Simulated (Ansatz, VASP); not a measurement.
# Two plane-wave programs on SrTlBr3

```
Tl Sr Br
1.0
     5.90340   -0.14759    0.00000
    -0.14759    5.90340    0.00000
     0.00000    0.00000    5.90340
Tl Sr Br
1 1 3
Direct
  0.00000 0.00000 0.00000
  0.50000 0.50000 0.50000
  0.50000 0.50000 0.00000
  0.50000 0.00000 0.50000
  0.00000 0.50000 0.50000
```

Change from the starting cell: shear_xy strain -5.0%.

Alike in both runs: task single point; functional r2SCAN; k mesh 4 × 4 × 4; no spin polarisation.

|  | VASP | Ansatz |
| --- | --- | --- |
| version | VASP 6.6.1 | Ansatz 0.2.0 |
| potentials or method | VASP PAW PBE potentials, release 64 (Tl_d, Sr_sv, Br) | plane waves, PAW |
| plane-wave cutoff (eV) | 520 | 500 |
| occupations | gaussian, width 0.01 eV | fixed |
| valence electrons in the cell | 44 | 44 |

|  | VASP | Ansatz | Ansatz less VASP |
| --- | --- | --- | --- |
| gap on the k mesh at the Fermi level (eV) | 3.58 | 3.58 | +0.002 |
| pressure (GPa) | 0.1 | 0.0 | -0.04 |
| traceless stress, the component that is largest in VASP (GPa) | 0.16 | 0.16 | +0.003 |

VASP's potentials were made for PBE, not for r2SCAN.

Spin-orbit coupling is off throughout.
